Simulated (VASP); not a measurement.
# BP (m.b) (F-43m) in VASP: single point with PBE

Aim: the single point of BP (m.b) with PBE.

Everything below comes from runs of VASP 6.6.1. Logs are shortened: lines on timing, memory, paths and dates and some standing lists are left out, and cuts for length are marked.

**1. The cell of the first run**

The structure is cubic, space group F-43m (No. 216). The conventional cell has a = 4.548 Å, b = 4.548 Å, c = 4.548 Å, α = 90.00°, β = 90.00°, γ = 90.00°. B (site symmetry -43m) has 4 P at 1.97 Å within 2.6 Å. Within 2.6 Å of P (site symmetry -43m) lie 4 B at 1.97 Å.

**2. Single point, PBE**

The input, INCAR:

```
SYSTEM = BP
  PREC = Accurate
  ENCUT = 500
  EDIFF = 1E-6
  ISMEAR = 0
  SIGMA = 0.02
  LREAL = .FALSE.
  LASPH = .TRUE.
  NELM = 120
  ALGO = Normal
  ISIF = 2
  LWAVE = .FALSE.
  LCHARG = .FALSE.
  GGA = PE
  NBANDS = 11
  GGA_COMPAT = .FALSE.
```

The input, KPOINTS:

```
regular mesh
0
G
  10 10 10
  0 0 0
```

The input, POSCAR:

```
BP
1.0
    0.0000000000      2.2740785719      2.2740785719
    2.2740785719      0.0000000000      2.2740785719
    2.2740785719      2.2740785719      0.0000000000
B P
1 1
Direct
    0.0000000000      0.0000000000      0.0000000000
    0.2500000000      0.2500000000      0.2500000000
```

Potentials or basis: VASP PAW PBE potentials, release 64 (B, P).

The run is started by

```
$ cat potpaw_PBE.64/B/POTCAR potpaw_PBE.64/P/POTCAR > POTCAR
$ mpirun -np 1 vasp_std > vasp.out
```

OUTCAR:

```text
SYSTEM = BP
   PREC = Accurate
   ENCUT = 500
   EDIFF = 1E-6
   ISMEAR = 0
   LREAL = .FALSE.
   LASPH = .TRUE.
   NELM = 120
   ISIF = 2
   GGA = PE

 ion  position               nearest neighbor table
   1  0.000  0.000  0.000-   2 1.97   2 1.97   2 1.97   2 1.97
   2  0.250  0.250  0.250-   1 1.97   1 1.97   1 1.97   1 1.97

  LATTYP: Found a face centered cubic cell.
 ALAT       =     4.5481571438

  Lattice vectors:

 A1 = (   0.0000000000,   2.2740785719,   2.2740785719)
 A2 = (   2.2740785719,   0.0000000000,   2.2740785719)
 A3 = (   2.2740785719,   2.2740785719,   0.0000000000)

Analysis of symmetry for initial positions (statically):
=====================================================================
 Subroutine PRICEL returns:
 Original cell was already a primitive cell.

 Routine SETGRP: Setting up the symmetry group for a
 face centered cubic supercell.

 Subroutine GETGRP returns: Found 24 space group operations
 (whereof 24 operations were pure point group operations)
 out of a pool of 48 trial point group operations.

The static configuration has the point symmetry T_d .

Analysis of symmetry for dynamics (positions and initial velocities):
=====================================================================
 Subroutine PRICEL returns:
 Original cell was already a primitive cell.

 Routine SETGRP: Setting up the symmetry group for a
 face centered cubic supercell.

 Subroutine GETGRP returns: Found 24 space group operations
 (whereof 24 operations were pure point group operations)
 out of a pool of 48 trial point group operations.

The dynamic configuration has the point symmetry T_d .

 Subroutine INISYM returns: Found 24 space group operations
 (whereof 24 operations are pure point group operations),
 and found     1 'primitive' translations

----------------------------------------------------------------------------------------

                                     Primitive cell

  volume of cell :      23.5205

  direct lattice vectors                    reciprocal lattice vectors
     0.000000000  2.274078572  2.274078572    -0.219869272  0.219869272  0.219869272
     2.274078572  0.000000000  2.274078572     0.219869272 -0.219869272  0.219869272
     2.274078572  2.274078572  0.000000000     0.219869272  0.219869272 -0.219869272

  length of vectors
     3.216032758  3.216032758  3.216032758     0.380824750  0.380824750  0.380824750

  position of ions in fractional coordinates (direct lattice)
     0.000000000  0.000000000  0.000000000
     0.250000000  0.250000000  0.250000000

  ion indices of the primitive-cell ions
   primitive index   ion index
                 1           1
                 2           2

----------------------------------------------------------------------------------------

 KPOINTS: regular mesh

Automatic generation of k-mesh.
 Grid dimensions read from file:
 generate k-points for:   10   10   10

 Generating k-lattice:

  Cartesian coordinates                     Fractional coordinates (reciprocal lattice)
    -0.021986927  0.021986927  0.021986927     0.100000000  0.000000000  0.000000000
     0.021986927 -0.021986927  0.021986927     0.000000000  0.100000000  0.000000000
     0.021986927  0.021986927 -0.021986927     0.000000000  0.000000000  0.100000000

  Length of vectors
     0.038082475  0.038082475  0.038082475

  Shift w.r.t. Gamma in fractional coordinates (k-lattice)
     0.000000000  0.000000000  0.000000000

 Subroutine IBZKPT returns following result:
 ===========================================

 Found     47 irreducible k-points:

 Following reciprocal coordinates:
            Coordinates               Weight
  0.000000  0.000000  0.000000      1.000000
  0.100000  0.000000  0.000000      8.000000
  0.200000  0.000000  0.000000      8.000000
  0.300000  0.000000  0.000000      8.000000
  0.400000  0.000000  0.000000      8.000000
  0.500000  0.000000  0.000000      4.000000
[... 16 lines left out ...]
  0.300000  0.300000  0.000000      6.000000
  0.400000  0.300000  0.000000     24.000000
 [... further k-points ...]
   k-points           NKPTS =     47   k-points in BZ     NKDIM =     47   number of bands    NBANDS=     11
   number of dos      NEDOS =    301   number of ions     NIONS =      2
   total plane-waves  NPLWV =  13824
   dimension x,y,z NGX =    24 NGY =   24 NGZ =   24
   dimension x,y,z NGXF=    48 NGYF=   48 NGZF=   48
   ions per type =               1   1
   NGX,Y,Z   is equivalent  to a cutoff of  12.41, 12.41, 12.41 a.u.
   NGXF,Y,Z  is equivalent  to a cutoff of  24.81, 24.81, 24.81 a.u.
 SYSTEM =  BP
   PREC   = accura    normal or accurate (medium, high low for compatibility)
   ISTART =      0    job   : 0-new  1-cont  2-samecut
   ICHARG =      2    charge: 1-file 2-atom 10-const
   ISPIN  =      1    spin polarized calculation?
   LNONCOLLINEAR =      F non collinear calculations
   LSORBIT =      F    spin-orbit coupling
   LASPH  =      T    aspherical Exc in radial PAW
   ENCUT  =  500.0 eV  36.75 Ry    6.06 a.u.   5.86  5.86  5.86*2*pi/ulx,y,z
   NELM   =    120;   NELMIN=  2; NELMDL= -5     # of ELM steps
   EDIFF  = 0.1E-05   stopping-criterion for ELM
   LREAL  =      F    real-space projection
   EDIFFG = 0.1E-04   stopping-criterion for IOM
   NSW    =      0    number of steps for IOM
   IBRION =     -1    ionic relax: 0-MD 1-quasi-New 2-CG
   NFREE  =      0    steps in history (QN), initial steepest desc. (CG)
   ISIF   =      2    stress and relaxation
   ISYM   =      2    0-nonsym 1-usesym 2-fastsym
   POTIM  = 0.5000    time-step for ionic-motion
   TEBEG  =    0.0;   TEEND  =   0.0 temperature during run
   PSTRESS=    0.0 pullay stress
   NELECT =       8.0000    total number of electrons
   NUPDOWN=      -1.0000    fix difference up-down
   EMIN   =  10.00;   EMAX   =-10.00  energy-range for DOS
   EFERMI =   0.00;   METHOD = LEGACY
   ISMEAR =     0;   SIGMA  =   0.02  broadening in eV -4-tet -1-fermi 0-gaus
   EFERMI_NEDOS =   21; number of points for ismear=-14 and -15
   IALGO  =     38    algorithm
   IMIX   =      4    mixing-type and parameters
     AMIX     =   0.40;   BMIX     =  1.00
     AMIX_MAG =   1.60;   BMIX_MAG =  1.00
  volume/ion in A,a.u.               =      11.76        79.36
  Fermi-wavevector in a.u.,A,eV,Ry     =   1.142763  2.159508 17.767936  1.305906
  Thomas-Fermi vector in A             =   2.279460
   LORBIT       =      0    0 simple, 1 ext, 2 COOP (PROOUT), +10 PAW based schemes
   GGA     = PE    functional components
   LHFCALC =     F    Hartree Fock is set to
   AEXX    =    0.0000 exact exchange contribution
   IVDW    =     0    specifies the selected vdW correction
   LEPSILON=     F    determine dielectric tensor
   LRPA    =     F    only Hartree local field effects (RPA)
 non-spin polarized calculation
 Gauss-broadening in eV      SIGMA  =   0.02
  energy-cutoff  :      500.00
  volume of cell :       23.52
 maximum number of plane-waves:       610
   NGX = 11   NGY = 11   NGZ = 11

 number of electron       8.0000000 magnetization

 Free energy of the ion-electron system (eV)
  ---------------------------------------------------
  ext. energy  EPLUGINS =         0.00000000
  ---------------------------------------------------
  free energy    TOTEN  =       -12.93057768 eV

  energy without entropy =      -12.93057768  energy(sigma->0) =      -12.93057768

 E-fermi :   7.4774     XC(G=0): -10.8784

 val. band max:        7.3537673020   @ k =   0.0000   0.0000   0.0000
 cond. band min:       8.6021441551   @ k =   0.4000   0.4000   0.0000
 fundamental gap:      1.2483768531
 Fermi energy:         7.4773563131

 k-point     1 :       0.0000    0.0000    0.0000
  band No.  band energies     occupation
      1      -8.0469      2.00000
      2       7.3538      2.00000
      3       7.3538      2.00000
      4       7.3538      2.00000
      5      10.7447      0.00000
      6      10.7447      0.00000
      7      10.7447      0.00000
      8      14.6262      0.00000
      9      18.8215      0.00000
     10      19.4634      0.00000
     11      19.4634      0.00000

 k-point     2 :       0.1000    0.0000    0.0000
  band No.  band energies     occupation
      1      -7.8677      2.00000
      2       6.0567      2.00000
      3       7.0608      2.00000
      4       7.0608      2.00000
      5      11.1505      0.00000
      6      11.1505      0.00000
      7      11.1747      0.00000
      8      15.1542      0.00000
      9      18.7838      0.00000
     10      18.7838      0.00000
     11      19.3866      0.00000

 k-point     3 :       0.2000    0.0000    0.0000
  band No.  band energies     occupation
      1      -7.3372      2.00000
      2       3.7249      2.00000
      3       6.5046      2.00000
      4       6.5046      2.00000
      5      11.3604      0.00000
      6      11.8677      0.00000
      7      11.8677      0.00000
      8      16.3467      0.00000
      9      18.1855      0.00000
     10      18.1855      0.00000
     11      20.2443      0.00000

 k-point     4 :       0.3000    0.0000    0.0000
  band No.  band energies     occupation
      1      -6.4854      2.00000
      2       1.3771      2.00000
      3       6.0176      2.00000
      4       6.0176      2.00000
      5      11.2596      0.00000
      6      12.2002      0.00000
      7      12.2002      0.00000
      8      17.2851      0.00000
      9      18.7549      0.00000
     10      18.7549      0.00000
     11      20.4970      0.00000
[... 239 lines left out ...]
 k-point    22 :      -0.2000    0.2000    0.0000
  band No.  band energies     occupation
      1      -6.1956      2.00000
      2       2.1208      2.00000
      3       3.2081      2.00000
      4       6.1159      2.00000
      5      11.8118      0.00000
      6      12.6527      0.00000
      7      13.7119      0.00000
      8      15.6462      0.00000
      9      16.8510      0.00000
     10      20.9213      0.00000
     11      23.0707      0.00000

 k-point    23 :       0.3000    0.3000    0.0000
  band No.  band energies     occupation
      1      -5.9445      2.00000
      2       2.5281      2.00000
      3       4.1528      2.00000
      4       4.1528      2.00000
      5       8.8832      0.00000
      6      11.2669      0.00000
      7      16.1771      0.00000
      8      16.1771      0.00000
      9      20.3260      0.00000
     10      21.7085      0.00000
     11      23.8091      0.00000

 k-point    24 :       0.4000    0.3000    0.0000
  band No.  band energies     occupation
      1      -5.1250      2.00000
      2       1.2082      2.00000
      3       3.3304      2.00000
      4       3.8596      2.00000
      5       9.1706      0.00000
      6      10.9788      0.00000
      7      16.7840      0.00000
      8      16.7992      0.00000
      9      21.2763      0.00000
     10      22.5778      0.00000
     11      24.3167      0.00000

 [... further k-points ...]
[... 5 lines left out ...]
  --------------------------------------------------------------------------------------
  -------------------------------------------------------------------------------------
  Total       -0.0289631     -0.0289631     -0.0289631      0.0000000      0.0000000      0.0000000
  in kB       -1.9729183     -1.9729183     -1.9729183      0.0000000      0.0000000      0.0000000
  external PRESSURE =      -1.9729183 kB  Pullay stress =       0.0000000 kB

 VOLUME and BASIS-vectors are now :
 -----------------------------------------------------------------------------
  energy-cutoff  :      500.00
  volume of cell :       23.52
      direct lattice vectors                 reciprocal lattice vectors
     0.000000000  2.274078572  2.274078572    -0.219869272  0.219869272  0.219869272
     2.274078572  0.000000000  2.274078572     0.219869272 -0.219869272  0.219869272
     2.274078572  2.274078572  0.000000000     0.219869272  0.219869272 -0.219869272

 POSITION                                       TOTAL-FORCE (eV/Angst)
 -----------------------------------------------------------------------------------
      0.00000      0.00000      0.00000         0.000000      0.000000      0.000000
      1.13704      1.13704      1.13704        -0.000000     -0.000000     -0.000000
 -----------------------------------------------------------------------------------
    total drift:                                0.000000      0.000000      0.000000

  FREE ENERGIE OF THE ION-ELECTRON SYSTEM (eV)
  ---------------------------------------------------
  free  energy   TOTEN  =       -12.9305776781 eV

  energy  without entropy=      -12.9305776781  energy(sigma->0) =      -12.93057768
```

Run time: 16 s. Hardware: 1 thread of Intel Xeon 8259CL, shared host; peak memory 0.13 GiB.

What came out:

```yaml
Free_energy: -12.9306 eV
Pressure: -0.2 GPa
Band_gap_on_the_k_mesh: 1.25 eV, indirect (least direct gap 3.39 eV)
```

A k mesh can miss the band edges. A hybrid or GW would open this gap; PBE tends to underestimate it.
